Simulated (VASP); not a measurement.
# InRu3 (Fm-3m) in VASP: single point with PBE

Aim: the single point of InRu3 with PBE.

Program: VASP 6.6.1. These are calculated values, not measurements. Logs are shortened: lines on timing, memory, paths and dates and some standing lists are left out, and cuts for length are marked.

## 1. The cell of the first run

It takes space group Fm-3m (No. 225, cubic). Conventional cell: a = 6.292 Å, b = 6.292 Å, c = 6.292 Å, α = 90.00°, β = 90.00°, γ = 90.00°. In (site symmetry m-3m) has 14 Ru at 2.72 to 3.15 Å within 3.6 Å. Within 3.6 Å of Ru (site symmetry -43m) lie 4 In at 2.72 Å and 10 Ru at 2.72 to 3.15 Å. Ru (site symmetry m-3m) has 8 Ru at 2.72 Å and 6 In at 3.15 Å within 3.6 Å.

The cell was generated, and may not be a known phase.

## 2. Single point, PBE, collinear spin, ferromagnetic start

Contents of INCAR:

```
PREC = Accurate
ENCUT = 520
EDIFF = 1E-6
ISMEAR = 0
SIGMA = 0.1
LREAL = False
LASPH = True
NELM = 150
ALGO = Fast
ISIF = 2
LWAVE = False
LCHARG = False
ISPIN = 2
MAGMOM = 0 0.22 0.22 1.18
LORBIT = 11
LMAXMIX = 4
GGA = PE
NBANDS = 40
```

Contents of KPOINTS:

```
Automatic mesh
0
Gamma
  12 12 12
```

Contents of POSCAR:

```
InRu3
1.0
    0.0000000000      3.1460463071      3.1460463071
    3.1460463071      0.0000000000      3.1460463071
    3.1460463071      3.1460463071      0.0000000000
In Ru
1 3
Direct
    0.0000000000      0.0000000000      0.0000000000
    0.2500000000      0.2500000000      0.2500000000
    0.7500000000      0.7500000000      0.7500000000
    0.5000000000      0.5000000000      0.5000000000
```

Potentials or basis: VASP PAW PBE potentials, release 64 (In_d, Ru_pv).

Run with:

```console
$ cat potpaw_PBE.64/In_d/POTCAR potpaw_PBE.64/Ru_pv/POTCAR > POTCAR
$ mpirun -np 1 vasp_std > vasp.out
```

OUTCAR:

```text
PREC = Accurate
   ENCUT = 520
   EDIFF = 1E-6
   ISMEAR = 0
   LREAL = False
   LASPH = True
   NELM = 150
   ISIF = 2
   ISPIN = 2
   LORBIT = 11
   GGA = PE

 ion  position               nearest neighbor table
   1  0.000  0.000  0.000-   3 2.72   3 2.72   3 2.72   2 2.72   3 2.72   2 2.72   2 2.72   2 2.72
                             4 3.15   4 3.15   4 3.15   4 3.15   4 3.15   4 3.15
   2  0.250  0.250  0.250-   1 2.72   1 2.72   1 2.72   1 2.72   4 2.72   4 2.72   4 2.72   4 2.72
                             3 3.15   3 3.15   3 3.15   3 3.15   3 3.15   3 3.15
   3  0.750  0.750  0.750-   4 2.72   4 2.72   4 2.72   1 2.72   4 2.72   1 2.72   1 2.72   1 2.72
                             2 3.15   2 3.15   2 3.15   2 3.15   2 3.15   2 3.15
   4  0.500  0.500  0.500-   2 2.72   2 2.72   2 2.72   2 2.72   3 2.72   3 2.72   3 2.72   3 2.72
                             1 3.15   1 3.15   1 3.15   1 3.15   1 3.15   1 3.15

  LATTYP: Found a face centered cubic cell.
 ALAT       =     6.2920926142

  Lattice vectors:

 A1 = (   0.0000000000,   3.1460463071,   3.1460463071)
 A2 = (   3.1460463071,   0.0000000000,   3.1460463071)
 A3 = (   3.1460463071,   3.1460463071,   0.0000000000)

Analysis of symmetry for initial positions (statically):
=====================================================================
 Subroutine PRICEL returns:
 Original cell was already a primitive cell.

 Routine SETGRP: Setting up the symmetry group for a
 face centered cubic supercell.

 Subroutine GETGRP returns: Found 48 space group operations
 (whereof 48 operations were pure point group operations)
 out of a pool of 48 trial point group operations.

The static configuration has the point symmetry O_h .

Analysis of symmetry for dynamics (positions and initial velocities):
=====================================================================
 Subroutine PRICEL returns:
 Original cell was already a primitive cell.

 Routine SETGRP: Setting up the symmetry group for a
 face centered cubic supercell.

 Subroutine GETGRP returns: Found 48 space group operations
 (whereof 48 operations were pure point group operations)
 out of a pool of 48 trial point group operations.

The dynamic configuration has the point symmetry O_h .

Analysis of structural, dynamic, and magnetic symmetry:
=====================================================================
 Subroutine PRICEL returns:
 Original cell was already a primitive cell.

 Routine SETGRP: Setting up the symmetry group for a
 face centered cubic supercell.

 Subroutine GETGRP returns: Found 48 space group operations
 (whereof 48 operations were pure point group operations)
 out of a pool of 48 trial point group operations.

The overall configuration has the point symmetry O_h .

 Subroutine INISYM returns: Found 48 space group operations
 (whereof 48 operations are pure point group operations),
 and found     1 'primitive' translations

----------------------------------------------------------------------------------------

                                     Primitive cell

  volume of cell :      62.2767

  direct lattice vectors                    reciprocal lattice vectors
     0.000000000  3.146046307  3.146046307    -0.158929638  0.158929638  0.158929638
     3.146046307  0.000000000  3.146046307     0.158929638 -0.158929638  0.158929638
     3.146046307  3.146046307  0.000000000     0.158929638  0.158929638 -0.158929638

  length of vectors
     4.449181355  4.449181355  4.449181355     0.275274207  0.275274207  0.275274207

  position of ions in fractional coordinates (direct lattice)
     0.000000000  0.000000000  0.000000000
     0.250000000  0.250000000  0.250000000
     0.750000000  0.750000000  0.750000000
     0.500000000  0.500000000  0.500000000

  ion indices of the primitive-cell ions
   primitive index   ion index
                 1           1
                 2           2
                 3           3
                 4           4

----------------------------------------------------------------------------------------

 KPOINTS: Automatic mesh

Automatic generation of k-mesh.
[... 24 lines left out ...]
  0.083333  0.000000  0.000000      8.000000
  0.166667  0.000000  0.000000      8.000000
  0.250000  0.000000  0.000000      8.000000
  0.333333  0.000000  0.000000      8.000000
  0.416667  0.000000  0.000000      8.000000
[... 16 lines left out ...]
  0.500000  0.166667  0.000000     24.000000
 -0.416667  0.166667  0.000000     24.000000
 [... further k-points ...]
   k-points           NKPTS =     72   k-points in BZ     NKDIM =     72   number of bands    NBANDS=     40
   number of dos      NEDOS =    301   number of ions     NIONS =      4
   total plane-waves  NPLWV =  46656
   dimension x,y,z NGX =    36 NGY =   36 NGZ =   36
   dimension x,y,z NGXF=    72 NGYF=   72 NGZF=   72
   ions per type =               1   3
   NGX,Y,Z   is equivalent  to a cutoff of  13.45, 13.45, 13.45 a.u.
   NGXF,Y,Z  is equivalent  to a cutoff of  26.90, 26.90, 26.90 a.u.
 SYSTEM =  unknown system
   PREC   = accura    normal or accurate (medium, high low for compatibility)
   ISTART =      0    job   : 0-new  1-cont  2-samecut
   ICHARG =      2    charge: 1-file 2-atom 10-const
   ISPIN  =      2    spin polarized calculation?
   LNONCOLLINEAR =      F non collinear calculations
   LSORBIT =      F    spin-orbit coupling
   LASPH  =      T    aspherical Exc in radial PAW
   ENCUT  =  520.0 eV  38.22 Ry    6.18 a.u.   8.27  8.27  8.27*2*pi/ulx,y,z
   NELM   =    150;   NELMIN=  2; NELMDL= -5     # of ELM steps
   EDIFF  = 0.1E-05   stopping-criterion for ELM
   LREAL  =      F    real-space projection
   EDIFFG = 0.1E-04   stopping-criterion for IOM
   NSW    =      0    number of steps for IOM
   IBRION =     -1    ionic relax: 0-MD 1-quasi-New 2-CG
   NFREE  =      0    steps in history (QN), initial steepest desc. (CG)
   ISIF   =      2    stress and relaxation
   ISYM   =      2    0-nonsym 1-usesym 2-fastsym
   POTIM  = 0.5000    time-step for ionic-motion
   TEBEG  =    0.0;   TEEND  =   0.0 temperature during run
   PSTRESS=    0.0 pullay stress
   NELECT =      55.0000    total number of electrons
   NUPDOWN=      -1.0000    fix difference up-down
   EMIN   =  10.00;   EMAX   =-10.00  energy-range for DOS
   EFERMI =   0.00;   METHOD = LEGACY
   ISMEAR =     0;   SIGMA  =   0.10  broadening in eV -4-tet -1-fermi 0-gaus
   EFERMI_NEDOS =   21; number of points for ismear=-14 and -15
   IALGO  =     68    algorithm
   IMIX   =      4    mixing-type and parameters
     AMIX     =   0.40;   BMIX     =  1.00
     AMIX_MAG =   1.60;   BMIX_MAG =  1.00
  volume/ion in A,a.u.               =      15.57       105.07
  Fermi-wavevector in a.u.,A,eV,Ry     =   1.570678  2.968152 33.565992  2.467031
  Thomas-Fermi vector in A             =   2.672376
   LORBIT       =     11    0 simple, 1 ext, 2 COOP (PROOUT), +10 PAW based schemes
   GGA     = PE    functional components
   LHFCALC =     F    Hartree Fock is set to
   AEXX    =    0.0000 exact exchange contribution
   IVDW    =     0    specifies the selected vdW correction
   LEPSILON=     F    determine dielectric tensor
   LRPA    =     F    only Hartree local field effects (RPA)
 spin polarized calculation
 RMM-DIIS sequential band-by-band and
 Gauss-broadening in eV      SIGMA  =   0.10
  energy-cutoff  :      520.00
  volume of cell :       62.28
 maximum number of plane-waves:      1700
 NGX is ok and might be reduce to    36
   NGX = 17   NGY = 17   NGZ = 17

 number of electron      54.9999994 magnetization       1.6069180

 Free energy of the ion-electron system (eV)
  ---------------------------------------------------
  ext. energy  EPLUGINS =         0.00000000
  ---------------------------------------------------
  free energy    TOTEN  =       -28.69983516 eV

  energy without entropy =      -28.67548902  energy(sigma->0) =      -28.68766209

 E-fermi :  11.5115     XC(G=0): -13.1773

 val. band max:       11.5098576161   @ k =   0.5000   0.0833   0.0000
 cond. band min:      11.5173465337   @ k =   0.5000   0.2500   0.0000
 fundamental gap:      0.0074889176
 Fermi energy:        11.5114850025

 spin component 1

 k-point     1 :       0.0000    0.0000    0.0000
  band No.  band energies     occupation
      1     -31.8278      1.00000
      2     -31.8278      1.00000
      3     -31.8278      1.00000
      4     -31.2148      1.00000
      5     -31.2148      1.00000
      6     -31.2148      1.00000
[... 997 lines left out ...]
     38      22.9881      0.00000
     39      23.4849      0.00000

 [... further k-points ...]

 spin component 2

 k-point     1 :       0.0000    0.0000    0.0000
  band No.  band energies     occupation
      1     -31.1079      1.00000
      2     -31.1079      1.00000
      3     -31.1079      1.00000
      4     -31.0370      1.00000
      5     -31.0370      1.00000
      6     -31.0370      1.00000
[... 997 lines left out ...]
     38      23.1224      0.00000
     39      23.6187      0.00000

 [... further k-points ...]

 [bands above 39 left out]

------------------------ aborting loop because EDIFF is reached ----------------------------------------

  FORCE on cell =-STRESS in cart. coord.  units (eV):
  Direction    XX          YY          ZZ          XY          YZ          ZX
  --------------------------------------------------------------------------------------
  -------------------------------------------------------------------------------------
  Total       -0.0053909     -0.0053909     -0.0053909      0.0000000      0.0000000     -0.0000000
  in kB       -0.1386897     -0.1386897     -0.1386897      0.0000000      0.0000000     -0.0000000
  external PRESSURE =      -0.1386897 kB  Pullay stress =       0.0000000 kB

 VOLUME and BASIS-vectors are now :
 -----------------------------------------------------------------------------
  energy-cutoff  :      520.00
  volume of cell :       62.28
      direct lattice vectors                 reciprocal lattice vectors
     0.000000000  3.146046307  3.146046307    -0.158929638  0.158929638  0.158929638
     3.146046307  0.000000000  3.146046307     0.158929638 -0.158929638  0.158929638
     3.146046307  3.146046307  0.000000000     0.158929638  0.158929638 -0.158929638

 POSITION                                       TOTAL-FORCE (eV/Angst)
 -----------------------------------------------------------------------------------
      0.00000      0.00000      0.00000         0.000000     -0.000000      0.000000
      1.57302      1.57302      1.57302        -0.000000     -0.000000      0.000000
      4.71907      4.71907      4.71907        -0.000000      0.000000     -0.000000
      3.14605      3.14605      3.14605         0.000000     -0.000000      0.000000
 -----------------------------------------------------------------------------------
    total drift:                                0.000000      0.000000      0.000000

  FREE ENERGIE OF THE ION-ELECTRON SYSTEM (eV)
  ---------------------------------------------------
  free  energy   TOTEN  =       -28.6998351571 eV

  energy  without entropy=      -28.6754890177  energy(sigma->0) =      -28.68766209

 total charge

# of ion       s       p       d       tot
------------------------------------------
    1        0.860   0.888   9.944  11.691
    2        0.313   6.217   6.032  12.563
    3        0.313   6.217   6.032  12.563
    4        0.356   6.238   5.867  12.461
--------------------------------------------------
tot          1.843  19.560  27.874  49.277

 magnetization (x)

# of ion       s       p       d       tot
------------------------------------------
    1        0.014  -0.004  -0.002   0.009
    2       -0.002  -0.001   0.223   0.219
    3       -0.002  -0.001   0.223   0.219
    4        0.007   0.004   1.107   1.117
--------------------------------------------------
tot          0.016  -0.002   1.550   1.564
```

Wall time 3.5 min (1 thread of Intel Xeon 6975P-C (Granite Rapids), shared host); peak memory 0.41 GiB.

What came out:

```
Free energy                                           : -28.6998 eV
Pressure                                              : 0.0 GPa
Net moment                                            : 1.61 μB per cell
Site moments                                          : In +0.01; Ru +0.22, +1.12 (each value once) μB
Valence electrons inside the program's atomic spheres : In 11.69; Ru 12.56, 12.46 (each value once)
```

Caveat: spin-orbit coupling is left out, which moves the levels of the heavy elements.
